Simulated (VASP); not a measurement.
# MgB2 (P6/mmm) in VASP: further runs

Runs on MgB2. Level: PBE. Tasks: relaxation of shape and atoms at fixed volume.

All numbers are computed with VASP 6.6.1; they aren't measurements. Logs are shortened: lines on timing, memory, paths and dates and some standing lists are left out, and cuts for length are marked.

## 1. The cell of the first run

The structure is hexagonal, space group P6/mmm (No. 191). Conventional cell: a = 3.127 Å, b = 3.127 Å, c = 3.616 Å, α = 90.00°, β = 90.00°, γ = 120.00°. Within 3.4 Å of Mg (site symmetry 6/mmm) lie 12 B at 2.55 Å and 6 Mg at 3.13 Å. Within 2.4 Å of B (site symmetry -6m2) lie 3 B at 1.81 Å.

## 2. Relaxation of shape and atoms at fixed volume, PBE (volume scaled by 1.06)

Input file INCAR:

```
SYSTEM = MgB2
  ALGO = Normal
  EDIFF = 1E-6
  EDIFFG = -0.01
  ENCUT = 600
  GGA = PE
  IBRION = 2
  ISIF = 4
  ISMEAR = 0
  LASPH = .True.
  LCHARG = .False.
  LREAL = .False.
  LWAVE = .False.
  NELM = 100
  NSW = 50
  PREC = Accurate
  SIGMA = 0.1
```

Input file KPOINTS:

```
k-points
0
Gamma
  15 15 12
  0 0 0
```

Input file POSCAR:

```
MgB2
1.0
    3.1266667435      0.0000000000      0.0000000000
   -1.5633333718      2.7077728290      0.0000000000
    0.0000000000      0.0000000000      3.6162631886
Mg B
1 2
Direct
    0.0000000000      0.0000000000      0.0000000000
    0.3333333333      0.6666666667      0.5000000000
    0.6666666667      0.3333333333      0.5000000000
```

Potentials or basis: VASP PAW PBE potentials, release 64 (Mg, B).

Run with:

```console
cat potpaw_PBE.64/Mg/POTCAR potpaw_PBE.64/B/POTCAR > POTCAR
mpirun -np 1 vasp_std > vasp.out
```

OUTCAR:

```text
SYSTEM = MgB2
   EDIFF = 1E-6
   EDIFFG = -0.01
   ENCUT = 600
   GGA = PE
   IBRION = 2
   ISIF = 4
   ISMEAR = 0
   LASPH = .True.
   LREAL = .False.
   NELM = 100
   NSW = 50
   PREC = Accurate

 ion  position               nearest neighbor table
   1  0.000  0.000  0.000-   2 2.55   3 2.55   2 2.55   3 2.55   2 2.55   2 2.55   3 2.55   3 2.55
                             3 2.55   3 2.55   2 2.55   2 2.55
   2  0.333  0.667  0.500-   3 1.81   3 1.81   3 1.81   1 2.55   1 2.55   1 2.55   1 2.55   1 2.55
                             1 2.55
   3  0.667  0.333  0.500-   2 1.81   2 1.81   2 1.81   1 2.55   1 2.55   1 2.55   1 2.55   1 2.55
                             1 2.55

  LATTYP: Found a hexagonal cell.
 ALAT       =     3.1266667435
 C/A-ratio  =     1.1565873453

  Lattice vectors:

 A1 = (   3.1266667435,   0.0000000000,   0.0000000000)
 A2 = (  -1.5633333718,   2.7077728290,   0.0000000000)
 A3 = (   0.0000000000,   0.0000000000,   3.6162631886)

Analysis of symmetry for initial positions (statically):
=====================================================================
 Subroutine PRICEL returns:
 Original cell was already a primitive cell.

 Routine SETGRP: Setting up the symmetry group for a
 hexagonal supercell.

 Subroutine GETGRP returns: Found 24 space group operations
 (whereof 24 operations were pure point group operations)
 out of a pool of 24 trial point group operations.

The static configuration has the point symmetry D_6h.

Analysis of symmetry for dynamics (positions and initial velocities):
=====================================================================
 Subroutine PRICEL returns:
 Original cell was already a primitive cell.

 Routine SETGRP: Setting up the symmetry group for a
 hexagonal supercell.

 Subroutine GETGRP returns: Found 24 space group operations
 (whereof 24 operations were pure point group operations)
 out of a pool of 24 trial point group operations.

The dynamic configuration has the point symmetry D_6h.

 Subroutine INISYM returns: Found 24 space group operations
 (whereof 24 operations are pure point group operations),
 and found     1 'primitive' translations

----------------------------------------------------------------------------------------

                                     Primitive cell

  volume of cell :      30.6164

  direct lattice vectors                    reciprocal lattice vectors
     3.126666743  0.000000000  0.000000000     0.319829416  0.184653600  0.000000000
    -1.563333372  2.707772829  0.000000000     0.000000000  0.369307199  0.000000000
     0.000000000  0.000000000  3.616263189     0.000000000  0.000000000  0.276528546

  length of vectors
     3.126666743  3.126666743  3.616263189     0.369307199  0.369307199  0.276528546

  position of ions in fractional coordinates (direct lattice)
     0.000000000  0.000000000  0.000000000
     0.333333333  0.666666667  0.500000000
     0.666666667  0.333333333  0.500000000

  ion indices of the primitive-cell ions
   primitive index   ion index
                 1           1
                 2           2
                 3           3

----------------------------------------------------------------------------------------

 KPOINTS: k-points

Automatic generation of k-mesh.
 Grid dimensions read from file:
 generate k-points for:   15   15   12

 Generating k-lattice:

  Cartesian coordinates                     Fractional coordinates (reciprocal lattice)
     0.021321961  0.012310240  0.000000000     0.066666667 -0.000000000  0.000000000
     0.000000000  0.024620480  0.000000000     0.000000000  0.066666667  0.000000000
     0.000000000  0.000000000  0.023044045     0.000000000  0.000000000  0.083333333

  Length of vectors
     0.024620480  0.024620480  0.023044045

  Shift w.r.t. Gamma in fractional coordinates (k-lattice)
     0.000000000  0.000000000  0.000000000

 Subroutine IBZKPT returns following result:
 ===========================================

 Found    189 irreducible k-points:

 Following reciprocal coordinates:
            Coordinates               Weight
  0.000000  0.000000  0.000000      1.000000
  0.066667 -0.000000  0.000000      6.000000
  0.133333  0.000000  0.000000      6.000000
  0.200000  0.000000  0.000000      6.000000
  0.266667  0.000000  0.000000      6.000000
  0.333333 -0.000000  0.000000      6.000000
[... 16 lines left out ...]
  0.333333  0.200000  0.000000     12.000000
  0.400000  0.200000  0.000000      6.000000
 [... further k-points ...]
   k-points           NKPTS =    189   k-points in BZ     NKDIM =    189   number of bands    NBANDS=      8
   number of dos      NEDOS =    301   number of ions     NIONS =      3
   total plane-waves  NPLWV =  23520
   dimension x,y,z NGX =    28 NGY =   28 NGZ =   30
   dimension x,y,z NGXF=    56 NGYF=   56 NGZF=   60
   ions per type =               1   2
   NGX,Y,Z   is equivalent  to a cutoff of  14.89, 14.89, 13.79 a.u.
   NGXF,Y,Z  is equivalent  to a cutoff of  29.78, 29.78, 27.58 a.u.
 SYSTEM =  MgB2
   PREC   = accura    normal or accurate (medium, high low for compatibility)
   ISTART =      0    job   : 0-new  1-cont  2-samecut
   ICHARG =      2    charge: 1-file 2-atom 10-const
   ISPIN  =      1    spin polarized calculation?
   LNONCOLLINEAR =      F non collinear calculations
   LSORBIT =      F    spin-orbit coupling
   LASPH  =      T    aspherical Exc in radial PAW
   ENCUT  =  600.0 eV  44.10 Ry    6.64 a.u.   6.24  6.24  7.22*2*pi/ulx,y,z
   NELM   =    100;   NELMIN=  2; NELMDL= -5     # of ELM steps
   EDIFF  = 0.1E-05   stopping-criterion for ELM
   LREAL  =      F    real-space projection
   EDIFFG = -.1E-01   stopping-criterion for IOM
   NSW    =     50    number of steps for IOM
   IBRION =      2    ionic relax: 0-MD 1-quasi-New 2-CG
   NFREE  =      1    steps in history (QN), initial steepest desc. (CG)
   ISIF   =      4    stress and relaxation
   ISYM   =      2    0-nonsym 1-usesym 2-fastsym
   POTIM  = 0.5000    time-step for ionic-motion
   TEBEG  =    0.0;   TEEND  =   0.0 temperature during run
   PSTRESS=    0.0 pullay stress
   NELECT =       8.0000    total number of electrons
   NUPDOWN=      -1.0000    fix difference up-down
   EMIN   =  10.00;   EMAX   =-10.00  energy-range for DOS
   EFERMI =   0.00;   METHOD = LEGACY
   ISMEAR =     0;   SIGMA  =   0.10  broadening in eV -4-tet -1-fermi 0-gaus
   EFERMI_NEDOS =   21; number of points for ismear=-14 and -15
   IALGO  =     38    algorithm
   IMIX   =      4    mixing-type and parameters
     AMIX     =   0.40;   BMIX     =  1.00
     AMIX_MAG =   1.60;   BMIX_MAG =  1.00
  volume/ion in A,a.u.               =      10.21        68.87
  Fermi-wavevector in a.u.,A,eV,Ry     =   1.046615  1.977815 14.903857  1.095403
  Thomas-Fermi vector in A             =   2.181460
   LORBIT       =      0    0 simple, 1 ext, 2 COOP (PROOUT), +10 PAW based schemes
   GGA     = PE    functional components
   LHFCALC =     F    Hartree Fock is set to
   AEXX    =    0.0000 exact exchange contribution
   IVDW    =     0    specifies the selected vdW correction
   LEPSILON=     F    determine dielectric tensor
   LRPA    =     F    only Hartree local field effects (RPA)
 conjugate gradient relaxation of ions
 non-spin polarized calculation
 Gauss-broadening in eV      SIGMA  =   0.10
  energy-cutoff  :      600.00
  volume of cell :       30.62
 maximum number of plane-waves:      1046
 NGX is ok and might be reduce to    28
   NGX = 13   NGY = 13   NGZ = 15

--------------------------------------- Ionic step        1  -------------------------------------------

 number of electron       8.0000000 magnetization

 Free energy of the ion-electron system (eV)
  ---------------------------------------------------
  ext. energy  EPLUGINS =         0.00000000
  ---------------------------------------------------
  free energy    TOTEN  =       -15.28158971 eV

  energy without entropy =      -15.27789623  energy(sigma->0) =      -15.27974297

------------------------ aborting loop because EDIFF is reached ----------------------------------------

  FORCE on cell =-STRESS in cart. coord.  units (eV):
  Direction    XX          YY          ZZ          XY          YZ          ZX
  --------------------------------------------------------------------------------------
  -------------------------------------------------------------------------------------
  Total       -1.6266467     -1.6266467     -1.3449906      0.0000000     -0.0000000     -0.0000000
  in kB      -85.1235973    -85.1235973    -70.3843295      0.0000000     -0.0000000     -0.0000000
  external PRESSURE =     -80.2105080 kB  Pullay stress =       0.0000000 kB
[... 59 lines left out ...]
  energy  without entropy=      -15.2787394679  energy(sigma->0) =      -15.28041729

--------------------------------------- Ionic step        3  -------------------------------------------

 number of electron       8.0000000 magnetization

 Free energy of the ion-electron system (eV)
  ---------------------------------------------------
  ext. energy  EPLUGINS =         0.00000000
  ---------------------------------------------------
  free energy    TOTEN  =       -15.28210844 eV

  energy without entropy =      -15.27881908  energy(sigma->0) =      -15.28046376

 E-fermi :   4.8963     XC(G=0): -10.6994

 val. band max:        4.8662107690   @ k =   0.3333   0.1333   0.5000
 cond. band min:       4.9031742895   @ k =   0.0667   0.0667   0.2500
 fundamental gap:      0.0369635205
 Fermi energy:         4.8963210290

 k-point     1 :       0.0000    0.0000    0.0000
  band No.  band energies     occupation
      1      -7.2103      2.00000
      2       1.8989      2.00000
      3       5.3085      0.00000
      4       5.3085      0.00000
      5       6.1276      0.00000
      6      11.1562      0.00000
      7      11.1562      0.00000
      8      12.6939      0.00000
[... 243 lines left out ...]
 k-point    24 :       0.4000    0.2000    0.0000
  band No.  band energies     occupation
      1      -2.9861      2.00000
      2      -2.2667      2.00000
      3       0.6608      2.00000
      4       5.5907      0.00000
      5       7.4655      0.00000
      6      10.0855      0.00000
      7      10.6196      0.00000
      8      12.4092      0.00000

 [... further k-points ...]

------------------------ aborting loop because EDIFF is reached ----------------------------------------

  FORCE on cell =-STRESS in cart. coord.  units (eV):
  Direction    XX          YY          ZZ          XY          YZ          ZX
  --------------------------------------------------------------------------------------
  -------------------------------------------------------------------------------------
  Total       -1.4885700     -1.4885700     -1.4965783      0.0000000      0.0000000      0.0000000
  in kB      -77.8979411    -77.8979411    -78.3170247      0.0000000      0.0000000      0.0000000
  external PRESSURE =     -78.0376357 kB  Pullay stress =       0.0000000 kB
[... 18 lines left out ...]
  FREE ENERGIE OF THE ION-ELECTRON SYSTEM (eV)
  ---------------------------------------------------
  free  energy   TOTEN  =       -15.2821084404 eV

  energy  without entropy=      -15.2788190789  energy(sigma->0) =      -15.28046376

 reached required accuracy - stopping structural energy minimisation
```

It took 89 s on 1 thread of Intel Xeon 6975P-C, shared host; peak memory 0.22 GiB.

Results:

```
Free energy               : -15.2821 eV
Energy gained by relaxing : 0.2 meV/atom
Ionic steps               : 3
Pressure after relaxing   : -7.8 GPa
Band gap on the k mesh    : zero (band 4 reaches 6.57 eV, above the bottom of band 5 at 3.02 eV)
```

Step by step:
```csv
step,energy change (eV),largest force (eV/Å),pressure (GPa),volume (Å³)
1,0.0000,0.0000,-8.02,30.62
2,-0.0005,0.0000,-7.84,30.62
3,-0.0005,0.0000,-7.80,30.62
```

Final structure:
```cif
data_structure
_symmetry_space_group_name_H-M 'P 1'
_symmetry_Int_Tables_number 1
_cell_length_a 3.1209
_cell_length_b 3.1209
_cell_length_c 3.6297
_cell_angle_alpha 90.000
_cell_angle_beta 90.000
_cell_angle_gamma 120.000
_cell_volume 30.62
loop_
_atom_site_label
_atom_site_type_symbol
_atom_site_fract_x
_atom_site_fract_y
_atom_site_fract_z
_atom_site_occupancy
Mg1 Mg 0.00000 0.00000 0.00000 1
B1 B 0.33333 0.66667 0.50000 1
B2 B 0.66667 0.33333 0.50000 1
```

Caveat: the cell differs from its parent crystal (volume scaled by 1.06).

(Part 1 of 2 ends here.)
